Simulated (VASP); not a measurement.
Wanted: the native input for a VASP 6.6.1 run.

| Quantity | Value |
| --- | --- |
| Task | single point |
| Functional | PBE |
| Potentials or basis | VASP PAW PBE potentials, release 64 (Sc_sv, Pt, S) |
| Cutoff | 520 eV |
| k mesh | 10 × 10 × 8 |
| Occupations | gaussian, width 0.1 eV |
| Spin | no spin polarisation |
| Dipole correction | no |
| Further INCAR settings | ALGO = Fast; EDIFF = 1e-06; NBANDS = 32 |

The structure of ScPt3S lies in POSCAR:

```
ScPt3S
1.0
    3.9742072986      0.0000000000      0.0000000000
    0.0000000000      3.9742072986      0.0000000000
    0.0000000000      0.0000000000      5.7401564362
Sc Pt S
1 3 1
Direct
    0.0000000000      0.0000000000      0.1088383153
    0.5000000000      0.5000000000      0.1087518597
    0.0000000000      0.5000000000      0.4541720440
    0.5000000000      0.0000000000      0.4541720440
    0.5000000000      0.5000000000      0.7159657671
```

These files were run (other wordings do the same):

INCAR

```
SYSTEM = ScPt3S
PREC = Accurate ; ENCUT = 520
EDIFF = 1E-6 ; ISMEAR = 0
SIGMA = 0.1 ; LREAL = .FALSE.
LASPH = .TRUE. ; NELM = 80
ALGO = Fast ; ISIF = 2
LWAVE = .FALSE. ; LCHARG = .FALSE.
GGA = PE ; NBANDS = 32
```

KPOINTS

```
Automatic mesh
0
G
  10 10 8
  0 0 0
```

Potentials or basis: VASP PAW PBE potentials, release 64 (Sc_sv, Pt, S).

Run with:

```console
$ cat potpaw_PBE.64/Sc_sv/POTCAR potpaw_PBE.64/Pt/POTCAR potpaw_PBE.64/S/POTCAR > POTCAR
$ mpirun -np 1 vasp_std > vasp.out
```

Results of the run:

```
Pressure               : -0.1 GPa
Largest force          : 0.008 eV/Å
Band gap on the k mesh : zero (an odd number of electrons rules out a gap without spin polarisation)
```

Caveat: spin-orbit coupling is left out, which moves the levels of the heavy elements.

It took 9.9 min on 1 thread of Oxide Virtual Turin-like Processor, on a shared host, peak memory 0.38 GiB.
